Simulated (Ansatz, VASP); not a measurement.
Two plane-wave programs on V

Contents of INCAR:

```
PREC = Accurate
ENCUT = 520
EDIFF = 1E-7
ISMEAR = -1
SIGMA = 0.1
LREAL = False
LASPH = True
NELM = 60
ALGO = Normal
ISIF = 2
LWAVE = False
LCHARG = False
GGA = RE
NBANDS = 12
```

File KPOINTS:

```
regular mesh
0
Gamma
  14 14 14
```

Contents of POSCAR:

```
V
1.0
    2.3606634581      0.0000000000      0.0000000000
    0.0000000000      2.3606634581      0.0000000000
    0.0000000000      0.0000000000      2.3606634581
V
1
Direct
    0.0000000000      0.0000000000      0.0000000000
```

Input for Ansatz:

```yaml
crystal:
  lattice:
    - [2.3606634581, 0.0, 0.0]
    - [0.0, 2.3606634581, 0.0]
    - [0.0, 0.0, 2.3606634581]
  atoms:
    - { symbol: V, position: [0.0, 0.0, 0.0] }
hamiltonian:
  xc: revpbe
  pseudopotentials:
    kind: paw
    azcp:
      V: "pseudopotentials/V.paw.azcp"
basis:
  ecutwfc: 420
  fft_grid_basis: typed
kpoints:
  mp_grid: { grid: [14, 14, 14], shift: [0, 0, 0] }
magnetization:
  spin_polarized: false
scf:
  occupations: { method: fermi_dirac, width: 0.1 }
  lower_state_search: "off"
output:
  stress: true
```

Alike in both runs: task single point; functional revPBE; k mesh 14 × 14 × 14; occupations fermi-dirac, width 0.1 eV; no spin polarisation.

|  | VASP | Ansatz |
| --- | --- | --- |
| version | VASP 6.6.1 | Ansatz 0.2.0 |
| potentials or method | VASP PAW PBE potentials, release 64 (V_sv), cutoff 520 eV | plane waves (420 eV) with PAW, scalar-relativistic |
| valence electrons in the cell | 13 | 13 |

|  | VASP | Ansatz | Ansatz less VASP |
| --- | --- | --- | --- |
| pressure (GPa) | 22.1 | 21.5 | -0.61 |

VASP's potentials were made for PBE, not for revPBE.
